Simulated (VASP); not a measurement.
Wanted: the native input for a VASP 6.6.1 run.

- Task: single point
- Functional: PBEsol
- Potentials or basis: VASP PAW PBE potentials, release 64 (Sn_d, O)
- Cutoff: 520 eV
- k mesh: 6 × 6 × 6
- Occupations: fermi-dirac, width 0.1 eV
- Spin: no spin polarisation
- Dipole correction: no
- Further INCAR settings: ALGO = Normal; EDIFF = 1e-06; NBANDS = 35

The structure of SnO2 lies in POSCAR:

```
SnO2
1.0
   -2.0000690000      2.0000690000      5.1236790000
    2.0000690000     -2.0000690000      5.1236790000
    2.0000690000      2.0000690000     -5.1236790000
Sn O
2 4
Direct
    0.7500000000      0.2500000000      0.5000000000
    0.0000000000      0.0000000000      0.0000000000
    0.7965230000      0.7965230000      0.0000000000
    0.9534770000      0.4534770000      0.5000000000
    0.2034770000      0.2034770000      0.0000000000
    0.5465230000      0.0465230000      0.5000000000
```

These files were run (other wordings do the same):

INCAR

```
ALGO = Normal
EDIFF = 1E-6
ENCUT = 520
GGA = PS
ISIF = 2
ISMEAR = -1
LASPH = True
LCHARG = False
LREAL = False
LWAVE = False
NBANDS = 35
NELM = 80
PREC = Accurate
SIGMA = 0.1
```

KPOINTS

```
k-points
0
Gamma
  6 6 6
```

Potentials or basis: VASP PAW PBE potentials, release 64 (Sn_d, O).

Command:

```bash
$ cat potpaw_PBE.64/Sn_d/POTCAR potpaw_PBE.64/O/POTCAR > POTCAR
$ mpirun -np 1 vasp_std > vasp.out
```

It gave:

```
Pressure               : 1.3 GPa
Largest force          : 0.056 eV/Å
Band gap on the k mesh : 1.57 eV, indirect (least direct gap 1.94 eV)
```

Caveat: the PAW data sets were made with another functional, which shifts forces and pressure a little; spin-orbit coupling is left out, which moves the levels of the heavy elements.

Wall time 4.6 min on 1 thread of Intel Xeon 8259CL (shared host), peak memory 0.34 GiB.
